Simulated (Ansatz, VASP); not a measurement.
One calculation of Fe, two programs

The input INCAR:

```
ALGO = Normal
EDIFF = 1E-6
ENCUT = 600
GGA = PE
GGA_COMPAT = False
ISIF = 2
ISMEAR = -1
LASPH = True
LCHARG = False
LREAL = False
LWAVE = False
NBANDS = 10
NELM = 120
PREC = Accurate
SIGMA = 0.01
```

KPOINTS

```
k-points
0
Gamma
  16 16 16
```

POSCAR

```
Fe
1.0
   -1.3807996972      1.3807996972      1.3807996972
    1.3807996972     -1.3807996972      1.3807996972
    1.3807996972      1.3807996972     -1.3807996972
Fe
1
Direct
    0.0000000000      0.0000000000      0.0000000000
```

Input for Ansatz:

```yaml
crystal:
  lattice:
    - [-1.3807996972, 1.3807996972, 1.3807996972]
    - [1.3807996972, -1.3807996972, 1.3807996972]
    - [1.3807996972, 1.3807996972, -1.3807996972]
  atoms:
    - { symbol: Fe, position: [0.0, 0.0, 0.0] }
hamiltonian:
  xc: pbe
  pseudopotentials:
    kind: paw
    azcp:
      Fe: "pseudopotentials/Fe.paw.azcp"
basis:
  ecutwfc: 420
  fft_grid_basis: typed
kpoints:
  mp_grid: { grid: [16, 16, 16], shift: [0, 0, 0] }
magnetization:
  spin_polarized: false
scf:
  occupations: { method: fermi_dirac, width: 0.01 }
  lower_state_search: "off"
output:
  stress: true
```

Alike in both runs: task single point; functional PBE; k mesh 16 × 16 × 16; occupations fermi-dirac, width 0.01 eV; no spin polarisation.

|  | VASP | Ansatz |
| --- | --- | --- |
| version | VASP 6.6.1 | Ansatz 0.2.0 |
| potentials or method | VASP PAW PBE potentials, release 64 (Fe), cutoff 600 eV | plane waves (420 eV) with PAW, scalar-relativistic |
| valence electrons in the cell | 8 | 16 |

VASP gave:

| Quantity | Value |
| --- | --- |
| pressure (GPa) | -1.7 |

**Question.** Which values does Ansatz return?

**Answer.** Pressure (GPa): -1.1.

With one functional, cell and mesh, what is left measures potentials, basis and numerics. VASP's potentials hold 8 valence electrons a cell and Ansatz's 16, so a difference there can come from the potentials and not from the codes.
